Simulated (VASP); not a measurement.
# CdSe (F-43m) in VASP: notebook, part 3 of 3

VASP 6.6.1.

### Step 6. Single point, PBE (volume changed by +6%)

The input, INCAR:

```
PREC = Accurate
ENCUT = 520
EDIFF = 1E-6
ISMEAR = 0
SIGMA = 0.01
LREAL = False
LASPH = True
NELM = 60
ALGO = Normal
ISIF = 2
LWAVE = False
LCHARG = False
GGA = PE
NBANDS = 16
```

The input, KPOINTS:

```
Automatic mesh
0
Gamma
  6 6 6
```

The input, POSCAR:

```
CdSe
1.0
    0.0000000000      3.1589909527      3.1589909527
    3.1589909527      0.0000000000      3.1589909527
    3.1589909527      3.1589909527      0.0000000000
Cd Se
1 1
Direct
    0.0000000000      0.0000000000      0.0000000000
    0.2500000000      0.2500000000      0.2500000000
```

Potentials or basis: VASP PAW PBE potentials, release 64 (Cd, Se).

Launch:

```
$ cat potpaw_PBE.64/Cd/POTCAR potpaw_PBE.64/Se/POTCAR > POTCAR
$ mpirun -np 1 vasp_std > vasp.out
```

OUTCAR:

```text
PREC = Accurate
   ENCUT = 520
   EDIFF = 1E-6
   ISMEAR = 0
   LREAL = False
   LASPH = True
   NELM = 60
   ISIF = 2
   GGA = PE

 ion  position               nearest neighbor table
   1  0.000  0.000  0.000-   2 2.74   2 2.74   2 2.74   2 2.74
   2  0.250  0.250  0.250-   1 2.74   1 2.74   1 2.74   1 2.74

  LATTYP: Found a face centered cubic cell.
 ALAT       =     6.3179819054

  Lattice vectors:

 A1 = (   0.0000000000,   3.1589909527,   3.1589909527)
 A2 = (   3.1589909527,   0.0000000000,   3.1589909527)
 A3 = (   3.1589909527,   3.1589909527,   0.0000000000)

Analysis of symmetry for initial positions (statically):
=====================================================================
 Subroutine PRICEL returns:
 Original cell was already a primitive cell.

 Routine SETGRP: Setting up the symmetry group for a
 face centered cubic supercell.

 Subroutine GETGRP returns: Found 24 space group operations
 (whereof 24 operations were pure point group operations)
 out of a pool of 48 trial point group operations.

The static configuration has the point symmetry T_d .

[... 150 lines left out ...]
  energy without entropy =       -5.47358751  energy(sigma->0) =       -5.47358751

 E-fermi :   0.1973     XC(G=0):  -8.3762

 val. band max:        0.1059655011   @ k =   0.0000   0.0000   0.0000
 cond. band min:       0.4755642317   @ k =   0.0000   0.0000   0.0000
 fundamental gap:      0.3695987307
 Fermi energy:         0.1973354860

 k-point     1 :       0.0000    0.0000    0.0000
  band No.  band energies     occupation
      1     -11.9136      2.00000
      2      -7.5171      2.00000
      3      -7.5171      2.00000
      4      -7.5171      2.00000
      5      -7.2525      2.00000
      6      -7.2525      2.00000
[... 281 lines left out ...]
      3      -7.3725      2.00000
      4      -7.2950      2.00000
      5      -7.2316      2.00000
      6      -6.9213      2.00000
[... 8 lines left out ...]
     15      12.4850      0.00000
     16      12.5869      0.00000

------------------------ aborting loop because EDIFF is reached ----------------------------------------

  FORCE on cell =-STRESS in cart. coord.  units (eV):
  Direction    XX          YY          ZZ          XY          YZ          ZX
  --------------------------------------------------------------------------------------
  -------------------------------------------------------------------------------------
  Total       -0.8204451     -0.8204451     -0.8204451      0.0000000      0.0000000      0.0000000
  in kB      -20.8489865    -20.8489865    -20.8489865      0.0000000      0.0000000      0.0000000
  external PRESSURE =     -20.8489865 kB  Pullay stress =       0.0000000 kB

 VOLUME and BASIS-vectors are now :
 -----------------------------------------------------------------------------
  energy-cutoff  :      520.00
  volume of cell :       63.05
      direct lattice vectors                 reciprocal lattice vectors
     0.000000000  3.158990953  3.158990953    -0.158278389  0.158278389  0.158278389
     3.158990953  0.000000000  3.158990953     0.158278389 -0.158278389  0.158278389
     3.158990953  3.158990953  0.000000000     0.158278389  0.158278389 -0.158278389

 POSITION                                       TOTAL-FORCE (eV/Angst)
 -----------------------------------------------------------------------------------
      0.00000      0.00000      0.00000         0.000000      0.000000      0.000000
      1.57950      1.57950      1.57950        -0.000000     -0.000000     -0.000000
 -----------------------------------------------------------------------------------
    total drift:                               -0.000000     -0.000000     -0.000000

  FREE ENERGIE OF THE ION-ELECTRON SYSTEM (eV)
  ---------------------------------------------------
  free  energy   TOTEN  =        -5.4735875111 eV

  energy  without entropy=       -5.4735875111  energy(sigma->0) =       -5.47358751
```

OSZICAR:

```text
N       E                     dE             d eps       ncg     rms          rms(c)
DAV:   1     0.106302094220E+03    0.10630E+03   -0.85284E+03   512   0.985E+02
DAV:   2    -0.150453184078E+01   -0.10781E+03   -0.10223E+03   616   0.243E+02
DAV:   3    -0.585366294866E+01   -0.43491E+01   -0.43406E+01   600   0.504E+01
DAV:   4    -0.587445618851E+01   -0.20793E-01   -0.20792E-01   656   0.354E+00
DAV:   5    -0.587458875615E+01   -0.13257E-03   -0.13257E-03   600   0.249E-01    0.492E+00
DAV:   6    -0.549205283999E+01    0.38254E+00   -0.58672E-01   720   0.825E+00    0.407E+00
DAV:   7    -0.547231607481E+01    0.19737E-01   -0.12649E-01   600   0.234E+00    0.183E+00
DAV:   8    -0.547316615193E+01   -0.85008E-03   -0.10936E-02   592   0.120E+00    0.230E-01
DAV:   9    -0.547345503056E+01   -0.28888E-03   -0.12867E-03   624   0.401E-01    0.574E-02
DAV:  10    -0.547353060050E+01   -0.75570E-04   -0.13393E-04   624   0.134E-01    0.469E-02
DAV:  11    -0.547358763488E+01   -0.57034E-04   -0.87617E-05   616   0.562E-02    0.182E-02
DAV:  12    -0.547358751105E+01    0.12382E-06   -0.10738E-06   560   0.881E-03
   1 F= -.54735875E+01 E0= -.54735875E+01  d E =-.433578E-40
```

stdout:

```text
POSCAR found type information on POSCAR CdSe
 POSCAR found :  2 types and       2 ions
 scaLAPACK will be used
 LDA part: xc-table for (Slater+PW92), standard interpolation
 POSCAR, INCAR and KPOINTS ok, starting setup
 FFT: planning ... GRIDC
 FFT: planning ... GRID_SOFT
 FFT: planning ... GRID
 WAVECAR not read
 entering main loop
```

Run time: 9 s. Hardware: 1 thread of Intel Xeon 6975P-C (Granite Rapids), shared host; peak memory 0.2 GiB.

Results:

```yaml
Free_energy: -5.4736 eV
Pressure: -2.1 GPa
Band_gap_on_the_k_mesh: 0.37 eV, direct
```

### Step 7. The runs side by side

| cell | gap on the mesh (eV) | pressure (GPa) |
| --- | --- | --- |
| a = 4.292 Å, angles 60.0°, 2 atoms | 0.62 | 3.5 |
| a = 4.382 Å, angles 60.0°, 2 atoms | 0.49 | 0.2 |
| a = 4.337 Å, angles 60.0°, 2 atoms | 0.55 | 1.8 |
| a = 4.425 Å, angles 60.0°, 2 atoms | 0.43 | -1.0 |
| a = 4.467 Å, angles 60.0°, 2 atoms | 0.37 | -2.1 |

Alike in all rows: task single point; level PBE; potentials or basis VASP PAW PBE potentials, release 64 (Cd, Se); no spin polarisation; k mesh 6 × 6 × 6; cutoff (eV) 520; smearing gaussian 0.01 eV.

Absolute energies hang on the potentials; compare differences alone.
